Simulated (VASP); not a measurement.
# Zr2BN3 (P6/mmm) in VASP: notebook

Runs on Zr2BN3. Level: PBE. Tasks: single point, relaxation of cell and atoms.

Everything below comes from runs of VASP 6.6.1. Logs are shortened: lines on timing, memory, paths and dates and some standing lists are left out, and cuts for length are marked.

## Step 1: The cell of the first run

It takes space group P6/mmm (No. 191, hexagonal). Conventional cell: a = 5.289 Å, b = 5.289 Å, c = 2.696 Å, α = 90.00°, β = 90.00°, γ = 120.00°. Within 2.7 Å of Zr (site symmetry -6m2) lie 6 N at 2.04 Å and 2 Zr at 2.70 Å. B (site symmetry 6/mmm) has 2 B at 2.70 Å and 12 N at 2.97 Å and 6 Zr at 3.05 Å within 3.6 Å. Within 2.7 Å of N (site symmetry mmm) lie 4 Zr at 2.04 Å and 6 N at 2.64 to 2.70 Å.

The cell was generated, and may not be a known phase.

## Step 2: Single point, PBE

INCAR

```
  PREC = Accurate
  ENCUT = 520
  EDIFF = 1E-7
  ISMEAR = 0
  SIGMA = 0.1
  LREAL = F
  LASPH = T
  NELM = 100
  ALGO = Normal
  ISIF = 2
  LWAVE = F
  LCHARG = F
  GGA = PE
  NBANDS = 30
```

KPOINTS

```
Automatic mesh
0
Gamma
  6 6 6
```

POSCAR

```
Zr2BN3
1.0
    5.2893712400      0.0000000000      0.0000000000
   -2.6446856200      4.5807298600      0.0000000000
    0.0000000000      0.0000000000      2.6964866300
Zr B N
2 1 3
Direct
    0.3333333300      0.6666666700      0.0000000000
    0.6666666700      0.3333333300      0.0000000000
    0.0000000000      0.0000000000      0.0000000000
    0.5000000000      0.0000000000      0.5000000000
    0.5000000000      0.5000000000      0.5000000000
    0.0000000000      0.5000000000      0.5000000000
```

Potentials or basis: VASP PAW PBE potentials, release 64 (Zr_sv, B, N).

Started as:

```bash
$ cat potpaw_PBE.64/Zr_sv/POTCAR potpaw_PBE.64/B/POTCAR potpaw_PBE.64/N/POTCAR > POTCAR
$ mpirun -np 1 vasp_std > vasp.out
```

OUTCAR:

```text
PREC = Accurate
   ENCUT = 520
   EDIFF = 1E-7
   ISMEAR = 0
   LREAL = F
   LASPH = T
   NELM = 100
   ISIF = 2
   GGA = PE

 ion  position               nearest neighbor table
   1  0.333  0.667  0.000-   4 2.04   4 2.04   6 2.04   6 2.04   5 2.04   5 2.04   2 3.05   2 3.05
                             2 3.05
   2  0.667  0.333  0.000-   4 2.04   4 2.04   6 2.04   6 2.04   5 2.04   5 2.04   1 3.05   1 3.05
                             1 3.05
   3  0.000  0.000  0.000-
   4  0.500  0.000  0.500-   1 2.04   2 2.04   1 2.04   2 2.04
   5  0.500  0.500  0.500-   1 2.04   2 2.04   1 2.04   2 2.04
   6  0.000  0.500  0.500-   1 2.04   2 2.04   1 2.04   2 2.04

  LATTYP: Found a hexagonal cell.
 ALAT       =     5.2893712400
 C/A-ratio  =     0.5097934154

  Lattice vectors:

 A1 = (   5.2893712400,   0.0000000000,   0.0000000000)
 A2 = (  -2.6446856200,   4.5807298600,   0.0000000000)
 A3 = (   0.0000000000,   0.0000000000,   2.6964866300)

Analysis of symmetry for initial positions (statically):
=====================================================================
 Subroutine PRICEL returns:
 Original cell was already a primitive cell.

 Routine SETGRP: Setting up the symmetry group for a
 hexagonal supercell.

 Subroutine GETGRP returns: Found 24 space group operations
 (whereof 24 operations were pure point group operations)
 out of a pool of 24 trial point group operations.

The static configuration has the point symmetry D_6h.

Analysis of symmetry for dynamics (positions and initial velocities):
=====================================================================
 Subroutine PRICEL returns:
 Original cell was already a primitive cell.

 Routine SETGRP: Setting up the symmetry group for a
 hexagonal supercell.

 Subroutine GETGRP returns: Found 24 space group operations
 (whereof 24 operations were pure point group operations)
 out of a pool of 24 trial point group operations.

The dynamic configuration has the point symmetry D_6h.

 Subroutine INISYM returns: Found 24 space group operations
 (whereof 24 operations are pure point group operations),
 and found     1 'primitive' translations

----------------------------------------------------------------------------------------

                                     Primitive cell

  volume of cell :      65.3337

  direct lattice vectors                    reciprocal lattice vectors
     5.289371240  0.000000000  0.000000000     0.189058388  0.109152911  0.000000000
    -2.644685620  4.580729860  0.000000000     0.000000000  0.218305823  0.000000000
     0.000000000  0.000000000  2.696486630     0.000000000  0.000000000  0.370852942

  length of vectors
     5.289371240  5.289371237  2.696486630     0.218305822  0.218305823  0.370852942

  position of ions in fractional coordinates (direct lattice)
     0.333333330  0.666666670  0.000000000
     0.666666670  0.333333330  0.000000000
     0.000000000  0.000000000  0.000000000
     0.500000000  0.000000000  0.500000000
     0.500000000  0.500000000  0.500000000
     0.000000000  0.500000000  0.500000000

  ion indices of the primitive-cell ions
   primitive index   ion index
                 1           1
                 2           2
                 3           3
                 4           4
                 5           5
                 6           6

----------------------------------------------------------------------------------------

 KPOINTS: Automatic mesh

Automatic generation of k-mesh.
 Grid dimensions read from file:
 generate k-points for:    6    6    6

 Generating k-lattice:

  Cartesian coordinates                     Fractional coordinates (reciprocal lattice)
     0.031509731  0.018192152  0.000000000     0.166666667  0.000000000  0.000000000
     0.000000000  0.036384304  0.000000000     0.000000000  0.166666667  0.000000000
     0.000000000  0.000000000  0.061808824     0.000000000  0.000000000  0.166666667

  Length of vectors
     0.036384304  0.036384304  0.061808824

  Shift w.r.t. Gamma in fractional coordinates (k-lattice)
     0.000000000  0.000000000  0.000000000

 Subroutine IBZKPT returns following result:
 ===========================================

 Found     28 irreducible k-points:

 Following reciprocal coordinates:
            Coordinates               Weight
  0.000000  0.000000  0.000000      1.000000
  0.166667 -0.000000  0.000000      6.000000
  0.333333 -0.000000  0.000000      6.000000
  0.500000 -0.000000  0.000000      3.000000
  0.166667  0.166667  0.000000      6.000000
  0.333333  0.166667  0.000000     12.000000
[... 16 lines left out ...]
  0.166667 -0.000000  0.500000      6.000000
  0.333333 -0.000000  0.500000      6.000000
 [... further k-points ...]
   k-points           NKPTS =     28   k-points in BZ     NKDIM =     28   number of bands    NBANDS=     30
   number of dos      NEDOS =    301   number of ions     NIONS =      6
   total plane-waves  NPLWV =  32000
   dimension x,y,z NGX =    40 NGY =   40 NGZ =   20
   dimension x,y,z NGXF=    80 NGYF=   80 NGZF=   40
   ions per type =               2   1   3
   NGX,Y,Z   is equivalent  to a cutoff of  12.57, 12.57, 12.33 a.u.
   NGXF,Y,Z  is equivalent  to a cutoff of  25.14, 25.14, 24.66 a.u.
 SYSTEM =  unknown system
   PREC   = accura    normal or accurate (medium, high low for compatibility)
   ISTART =      0    job   : 0-new  1-cont  2-samecut
   ICHARG =      2    charge: 1-file 2-atom 10-const
   ISPIN  =      1    spin polarized calculation?
   LNONCOLLINEAR =      F non collinear calculations
   LSORBIT =      F    spin-orbit coupling
   LASPH  =      T    aspherical Exc in radial PAW
   ENCUT  =  520.0 eV  38.22 Ry    6.18 a.u.   9.83  9.83  5.01*2*pi/ulx,y,z
   NELM   =    100;   NELMIN=  2; NELMDL= -5     # of ELM steps
   EDIFF  = 0.1E-06   stopping-criterion for ELM
   LREAL  =      F    real-space projection
   EDIFFG = 0.1E-05   stopping-criterion for IOM
   NSW    =      0    number of steps for IOM
   IBRION =     -1    ionic relax: 0-MD 1-quasi-New 2-CG
   NFREE  =      0    steps in history (QN), initial steepest desc. (CG)
   ISIF   =      2    stress and relaxation
   ISYM   =      2    0-nonsym 1-usesym 2-fastsym
   POTIM  = 0.5000    time-step for ionic-motion
   TEBEG  =    0.0;   TEEND  =   0.0 temperature during run
   PSTRESS=    0.0 pullay stress
   NELECT =      42.0000    total number of electrons
   NUPDOWN=      -1.0000    fix difference up-down
   EMIN   =  10.00;   EMAX   =-10.00  energy-range for DOS
   EFERMI =   0.00;   METHOD = LEGACY
   ISMEAR =     0;   SIGMA  =   0.10  broadening in eV -4-tet -1-fermi 0-gaus
   EFERMI_NEDOS =   21; number of points for ismear=-14 and -15
   IALGO  =     38    algorithm
   IMIX   =      4    mixing-type and parameters
     AMIX     =   0.40;   BMIX     =  1.00
     AMIX_MAG =   1.60;   BMIX_MAG =  1.00
  volume/ion in A,a.u.               =      10.89        73.48
  Fermi-wavevector in a.u.,A,eV,Ry     =   1.412903  2.669999 27.161230  1.996294
  Thomas-Fermi vector in A             =   2.534603
   LORBIT       =      0    0 simple, 1 ext, 2 COOP (PROOUT), +10 PAW based schemes
   GGA     = PE    functional components
   LHFCALC =     F    Hartree Fock is set to
   AEXX    =    0.0000 exact exchange contribution
   IVDW    =     0    specifies the selected vdW correction
   LEPSILON=     F    determine dielectric tensor
   LRPA    =     F    only Hartree local field effects (RPA)
 non-spin polarized calculation
 Gauss-broadening in eV      SIGMA  =   0.10
  energy-cutoff  :      520.00
  volume of cell :       65.33
 maximum number of plane-waves:      1782
 NGX is ok and might be reduce to    40
   NGX = 19   NGY = 19   NGZ = 11

 number of electron      42.0000005 magnetization

 Free energy of the ion-electron system (eV)
  ---------------------------------------------------
  ext. energy  EPLUGINS =         0.00000000
  ---------------------------------------------------
  free energy    TOTEN  =       -47.21126405 eV

  energy without entropy =      -47.20455753  energy(sigma->0) =      -47.20791079

 E-fermi :   8.3401     XC(G=0): -11.9553

 val. band max:        8.3093145316   @ k =   0.5000  -0.0000   0.5000
 cond. band min:       8.3789630605   @ k =   0.1667  -0.0000   0.0000
 fundamental gap:      0.0696485290
 Fermi energy:         8.3401324008

 k-point     1 :       0.0000    0.0000    0.0000
  band No.  band energies     occupation
      1     -38.8033      2.00000
      2     -38.6224      2.00000
      3     -17.8856      2.00000
      4     -17.8856      2.00000
      5     -16.8281      2.00000
      6     -16.8281      2.00000
[... 22 lines left out ...]
     29      14.2961      0.00000
     30      14.2961      0.00000

 k-point     2 :       0.1667   -0.0000    0.0000
  band No.  band energies     occupation
      1     -38.7928      2.00000
      2     -38.6333      2.00000
      3     -17.9011      2.00000
      4     -17.8355      2.00000
      5     -16.8900      2.00000
      6     -16.8093      2.00000
[... 22 lines left out ...]
     29      14.3553      0.00000
     30      14.7604      0.00000

 k-point     3 :       0.3333   -0.0000    0.0000
  band No.  band energies     occupation
      1     -38.7656      2.00000
      2     -38.6612      2.00000
      3     -17.9305      2.00000
      4     -17.7099      2.00000
      5     -17.0387      2.00000
      6     -16.7732      2.00000
[... 22 lines left out ...]
     29      14.4792      0.00000
     30      15.8303      0.00000

 k-point     4 :       0.5000   -0.0000    0.0000
  band No.  band energies     occupation
      1     -38.7438      2.00000
      2     -38.6835      2.00000
      3     -17.9445      2.00000
      4     -17.6206      2.00000
      5     -17.1394      2.00000
      6     -16.7558      2.00000
[... 22 lines left out ...]
     29      14.9475      0.00000
     30      15.3856      0.00000

 k-point     5 :       0.1667    0.1667    0.0000
  band No.  band energies     occupation
      1     -38.7736      2.00000
      2     -38.6531      2.00000
      3     -17.9290      2.00000
      4     -17.7371      2.00000
      5     -17.0059      2.00000
      6     -16.7763      2.00000
[... 22 lines left out ...]
     29      14.4611      0.00000
     30      15.5053      0.00000
[... 526 lines left out ...]
     29      15.1483      0.00000
     30      15.1483      0.00000

 k-point    22 :       0.0000    0.0000    0.5000
  band No.  band energies     occupation
      1     -38.4167      2.00000
      2     -38.2558      2.00000
      3     -18.9473      2.00000
      4     -18.3440      2.00000
      5     -17.1497      2.00000
      6     -17.1497      2.00000
[... 22 lines left out ...]
     29      16.2337      0.00000
     30      16.2339      0.00000

 k-point    23 :       0.1667   -0.0000    0.5000
  band No.  band energies     occupation
      1     -38.4073      2.00000
      2     -38.2654      2.00000
      3     -18.9143      2.00000
      4     -18.3826      2.00000
      5     -17.1612      2.00000
      6     -17.1099      2.00000
[... 22 lines left out ...]
     29      16.0523      0.00000
     30      16.1825      0.00000

 k-point    24 :       0.3333   -0.0000    0.5000
  band No.  band energies     occupation
      1     -38.3831      2.00000
      2     -38.2902      2.00000
      3     -18.8277      2.00000
      4     -18.4802      2.00000
      5     -17.1832      2.00000
      6     -17.0106      2.00000
[... 22 lines left out ...]
     29      16.8555      0.00000
     30      16.9530      0.00000

 [... further k-points ...]

------------------------ aborting loop because EDIFF is reached ----------------------------------------

  FORCE on cell =-STRESS in cart. coord.  units (eV):
  Direction    XX          YY          ZZ          XY          YZ          ZX
  --------------------------------------------------------------------------------------
  -------------------------------------------------------------------------------------
  Total       20.5755719     20.5755719     38.7966294      0.0000000      0.0000000      0.0000000
  in kB      504.5747294    504.5747286    951.4097038      0.0000000      0.0000000      0.0000000
  external PRESSURE =     653.5197206 kB  Pullay stress =       0.0000000 kB

 VOLUME and BASIS-vectors are now :
 -----------------------------------------------------------------------------
  energy-cutoff  :      520.00
  volume of cell :       65.33
      direct lattice vectors                 reciprocal lattice vectors
     5.289371240  0.000000000  0.000000000     0.189058388  0.109152911  0.000000000
    -2.644685620  4.580729860  0.000000000     0.000000000  0.218305823  0.000000000
     0.000000000  0.000000000  2.696486630     0.000000000  0.000000000  0.370852942

 POSITION                                       TOTAL-FORCE (eV/Angst)
 -----------------------------------------------------------------------------------
     -0.00000      3.05382      0.00000         0.000000      0.000000      0.000000
      2.64469      1.52691      0.00000        -0.000000     -0.000000      0.000000
      0.00000      0.00000      0.00000        -0.000000      0.000000      0.000000
      2.64469      0.00000      1.34824         0.000000      0.000000      0.000000
      1.32234      2.29036      1.34824        -0.000000      0.000000      0.000000
     -1.32234      2.29036      1.34824        -0.000000      0.000000      0.000000
 -----------------------------------------------------------------------------------
    total drift:                                0.000000     -0.000000      0.000000

  FREE ENERGIE OF THE ION-ELECTRON SYSTEM (eV)
  ---------------------------------------------------
  free  energy   TOTEN  =       -47.2112640485 eV

  energy  without entropy=      -47.2045575315  energy(sigma->0) =      -47.20791079
```

It took 40 s on 1 thread of Intel Xeon Platinum 8488C (Sapphire Rapids), shared host; peak memory 0.2 GiB.

Results:

| Quantity | Value |
| --- | --- |
| Free energy | -47.2113 eV |
| Pressure | 65.4 GPa |
| Band gap on the k mesh | zero (bands 21 and 22 overlap by 0.98 eV) |

Stress tensor (GPa, compression positive):
```
50.46  0.00  0.00
 0.00 50.46  0.00
 0.00  0.00 95.14
```

Caveat: the k points lie up to 0.39 Å⁻¹ apart, too coarse for converged energies and pressures of a metal.

## Step 3: Single point, PBE

This run uses another cell than the first one, of 13.60 Å³/atom.

INCAR

```
SYSTEM = Zr2BN3
ALGO = Normal
EDIFF = 1E-6
ENCUT = 520
GGA = PE
ISIF = 2
ISMEAR = 0
LASPH = .True.
LCHARG = .False.
LREAL = .False.
LWAVE = .False.
NBANDS = 30
NELM = 80
PREC = Accurate
SIGMA = 0.1
```

KPOINTS

```
k-points
0
Gamma
  6 6 6
  0 0 0
```

POSCAR

```
Zr2BN3
1.0
    5.6364893518      0.0000000000      0.0000000000
   -2.8182446759      4.8813429668      0.0000000000
    0.0000000000      0.0000000000      2.9649218080
Zr B N
2 1 3
Direct
    0.3333333333      0.6666666667      0.0000000000
    0.6666666667      0.3333333333      0.0000000000
    0.0000000000      0.0000000000      0.0000000000
    0.5000000000      0.0000000000      0.5000000000
    0.5000000000      0.5000000000      0.5000000000
    0.0000000000      0.5000000000      0.5000000000
```

Potentials or basis: VASP PAW PBE potentials, release 64 (Zr_sv, B, N).

Started as:

```bash
$ cat potpaw_PBE.64/Zr_sv/POTCAR potpaw_PBE.64/B/POTCAR potpaw_PBE.64/N/POTCAR > POTCAR
$ mpirun -np 1 vasp_std > vasp.out
```

OUTCAR:

```text
SYSTEM = Zr2BN3
   EDIFF = 1E-6
   ENCUT = 520
   GGA = PE
   ISIF = 2
   ISMEAR = 0
   LASPH = .True.
   LREAL = .False.
   NELM = 80
   PREC = Accurate

 ion  position               nearest neighbor table
   1  0.333  0.667  0.000-   4 2.20   4 2.20   6 2.20   6 2.20   5 2.20   5 2.20   2 3.25   2 3.25
                             2 3.25
   2  0.667  0.333  0.000-   4 2.20   4 2.20   6 2.20   6 2.20   5 2.20   5 2.20   1 3.25   1 3.25
                             1 3.25
[... 1004 lines left out ...]
  -------------------------------------------------------------------------------------
  Total        0.0510565      0.0510565      0.1297053      0.0000000      0.0000000      0.0000000
  in kB        1.0027684      1.0027684      2.5474585      0.0000000      0.0000000      0.0000000
  external PRESSURE =       1.5176651 kB  Pullay stress =       0.0000000 kB

 VOLUME and BASIS-vectors are now :
 -----------------------------------------------------------------------------
  energy-cutoff  :      520.00
  volume of cell :       81.58
      direct lattice vectors                 reciprocal lattice vectors
     5.636489352  0.000000000  0.000000000     0.177415398  0.102430828  0.000000000
    -2.818244676  4.881342967  0.000000000     0.000000000  0.204861655  0.000000000
     0.000000000  0.000000000  2.964921808     0.000000000  0.000000000  0.337277023

 POSITION                                       TOTAL-FORCE (eV/Angst)
 -----------------------------------------------------------------------------------
     -0.00000      3.25423      0.00000        -0.000000      0.000000      0.000000
      2.81824      1.62711      0.00000         0.000000      0.000000     -0.000000
      0.00000      0.00000      0.00000         0.000000      0.000000      0.000000
      2.81824      0.00000      1.48246         0.000000      0.000000      0.000000
      1.40912      2.44067      1.48246         0.000000      0.000000      0.000000
     -1.40912      2.44067      1.48246         0.000000      0.000000      0.000000
 -----------------------------------------------------------------------------------
    total drift:                               -0.000000      0.000000      0.000000

  FREE ENERGIE OF THE ION-ELECTRON SYSTEM (eV)
  ---------------------------------------------------
  free  energy   TOTEN  =       -50.1731441352 eV

  energy  without entropy=      -50.1649767713  energy(sigma->0) =      -50.16906045
```

OSZICAR:

```text
N       E                     dE             d eps       ncg     rms          rms(c)
DAV:   1     0.346500668249E+03    0.34650E+03   -0.22754E+04  1680   0.138E+03
DAV:   2    -0.319783660885E+02   -0.37848E+03   -0.36323E+03  2092   0.375E+02
DAV:   3    -0.614864580036E+02   -0.29508E+02   -0.29332E+02  2722   0.934E+01
DAV:   4    -0.630292166634E+02   -0.15428E+01   -0.15407E+01  2354   0.181E+01
DAV:   5    -0.631005169869E+02   -0.71300E-01   -0.71294E-01  2288   0.278E+00    0.368E+01
DAV:   6    -0.521208955504E+02    0.10980E+02   -0.11320E+02  2052   0.419E+01    0.175E+01
DAV:   7    -0.508163997414E+02    0.13045E+01   -0.31209E+01  2240   0.154E+01    0.121E+01
DAV:   8    -0.501891023571E+02    0.62730E+00   -0.32545E+00  2218   0.594E+00    0.469E+00
DAV:   9    -0.501865328924E+02    0.25695E-02   -0.25198E-01  2064   0.250E+00    0.846E-01
DAV:  10    -0.501739868919E+02    0.12546E-01   -0.13053E-01  1980   0.856E-01    0.391E-01
DAV:  11    -0.501746538289E+02   -0.66694E-03   -0.36511E-03  2034   0.361E-01    0.268E-01
DAV:  12    -0.501731349415E+02    0.15189E-02   -0.63532E-03  2178   0.221E-01    0.267E-02
DAV:  13    -0.501731438584E+02   -0.89169E-05   -0.26564E-04  2034   0.588E-02    0.145E-02
DAV:  14    -0.501731450801E+02   -0.12217E-05   -0.13227E-05  1868   0.168E-02    0.595E-03
DAV:  15    -0.501731441352E+02    0.94491E-06   -0.78024E-07  1238   0.544E-03
   1 F= -.50173144E+02 E0= -.50169060E+02  d E =-.816736E-02
```

It took 45 s on 1 thread of Intel Xeon Platinum 8488C (Sapphire Rapids), shared host; peak memory 0.22 GiB.

What came out:

```yaml
Free_energy: -50.1731 eV
Pressure: 0.2 GPa
Band_gap_on_the_k_mesh: zero (bands 21 and 22 overlap by 1.17 eV)
```

[end of part 1 of 2]

The gap in the log of VASP goes by the Fermi energy; the results here count the filled bands.